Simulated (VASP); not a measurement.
Wanted: the native input for a VASP 6.6.1 run.

```
Task                   : relaxation of cell and atoms
Functional             : PBEsol
Potentials or basis    : VASP PAW PBE potentials, release 64 (Cd)
Cutoff                 : 500 eV
k mesh                 : 17 × 17 × 17
Occupations            : fermi-dirac, width 0.05 eV
Spin                   : no spin polarisation
Dipole correction      : no
Further INCAR settings : ALGO = Normal; EDIFF = 1e-07; IBRION = 2; EDIFFG = -0.02; NSW = 80; ISIF = 3
```

The structure of Cd lies in POSCAR:

```
Cd
1.0
    0.0000000000      2.2100000000      2.2100000000
    2.2100000000      0.0000000000      2.2100000000
    2.2100000000      2.2100000000      0.0000000000
Cd
1
Direct
    0.0000000000      0.0000000000      0.0000000000
```

This isn't the form of Cd at room conditions, which is hcp.

These files were run (other wordings do the same):

INCAR

```
SYSTEM = Cd
ALGO = Normal ; EDIFF = 1E-7
EDIFFG = -0.02 ; ENCUT = 500
GGA = PS ; GGA_COMPAT = .False.
IBRION = 2 ; ISIF = 3
ISMEAR = -1 ; LASPH = .True.
LCHARG = .False. ; LREAL = .False.
LWAVE = .False. ; NELM = 120
NELMIN = 4 ; NSW = 80
PREC = Accurate ; SIGMA = 0.05
```

KPOINTS

```
k-points
0
Gamma
  17 17 17
  0 0 0
```

Potentials or basis: VASP PAW PBE potentials, release 64 (Cd).

Command:

```bash
$ cat potpaw_PBE.64/Cd/POTCAR > POTCAR
$ mpirun -np 1 vasp_std > vasp.out
```

Results of the run:

```
Relaxed volume                        : 21.03 Å³/atom
Relaxed cell                          : a = 3.098 Å, b = 3.098 Å, c = 3.098 Å, α = 60.00°, β = 60.00°, γ = 60.00°
Space group after relaxing (to 0.1 Å) : Fm-3m (No. 225)
Energy gained by relaxing             : 2.2 meV/atom
Ionic steps                           : 2
Pressure after relaxing               : 0.1 GPa
Band gap on the k mesh                : zero (bands 6 and 7 overlap by 2.43 eV)
```

Caveat: the PAW data sets were made with another functional, which shifts forces and pressure a little.

Run time: 34 s on 1 thread of Intel(R) Xeon(R) Platinum 8259CL CPU @ 2.50GHz (Skylake/Cascade Lake) (shared host), peak memory 0.16 GiB.
